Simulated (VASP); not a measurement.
# VSi (WC type): relaxation of cell and atoms with LDA

Crystal: VSi (WC type).

```
CELL_PARAMETERS angstrom
3.00571 0.00000 0.00000
-1.50285 2.60302 0.00000
0.00000 0.00000 2.94559
ATOMIC_POSITIONS crystal
V 0.00000 0.00000 0.00000
Si 0.33333 0.66667 0.50000
```

```json
{
 "Program": "VASP 6.6.1",
 "Task": "relaxation of cell and atoms",
 "Functional": "LDA",
 "Potentials or basis": "VASP PAW LDA potentials, release 64 (V_sv, Si)",
 "Cutoff": "600 eV",
 "k mesh": "15 × 15 × 13",
 "Occupations": "fermi-dirac, width 0.1 eV",
 "Spin": "no spin polarisation",
 "Target pressure": "39 GPa",
 "Dipole correction": "no",
 "Further INCAR settings": "ALGO = Normal; EDIFF = 1e-06; IBRION = 2; EDIFFG = -0.005; NSW = 60; ISIF = 3"
}
```

The relaxed volume is 10.82 Å³/atom. The relaxed cell is a = 2.574 Å, b = 2.574 Å, c = 3.771 Å, α = 90.00°, β = 90.00°, γ = 120.00° and the space group after relaxing (to 0.05 Å) is P-6m2 (No. 187). The energy change on relaxing (the enthalpy is what falls) is -391.4 meV/atom and the ionic steps are 15. The pressure after relaxing is 39.0 GPa.

The path:
```
step  energy change (eV)  largest force (eV/Å)  pressure (GPa)  volume (Å³)
   1              0.0000                0.0000           44.09        23.05
   2             -0.7093                0.0000           21.02        24.14
   3             -1.0976                0.0000            4.88        25.03
   4             -1.1343                0.0000            5.99        24.66
   5             -1.0268                0.0000           13.70        23.40
   6             -1.0654                0.0000           12.04        23.59
   7             -1.0076                0.0000           20.51        22.89
   8             -0.8434                0.0000           35.07        21.90
   9             -0.7972                0.0000           38.46        21.70
  10             -0.8062                0.0000           37.74        21.74
  11             -0.8030                0.0000           37.97        21.72
  12             -0.7929                0.0000           38.40        21.68
  13             -0.7702                0.0000           39.42        21.59
  14             -0.7857                0.0000           38.79        21.65
  15             -0.7828                0.0000           38.98        21.64
```

Final structure:
```
V Si
1.0
     2.57400    0.00000    0.00000
    -1.28700    2.22915    0.00000
     0.00000    0.00000    3.77074
V Si
1 1
Direct
  0.00000 0.00000 0.00000
  0.33333 0.66667 0.50000
```

Levels at points of the mesh, in eV from the Fermi level:
```
           k point  band 4  band 5  band 6  band 7  band 8  band 9  band 10  band 11  band 12
(0.00, 0.00, 0.00)  -36.83  -13.93   -3.78   -3.13    0.09    0.09     1.88     1.88     5.60
```

Run time: 3.1 min on 1 thread of Intel(R) Xeon(R) Platinum 8488C (Sapphire Rapids) (shared host), peak memory 0.2 GiB.

Caveat: the cell is relaxed towards a set pressure, so the enthalpy falls and the energy may rise.
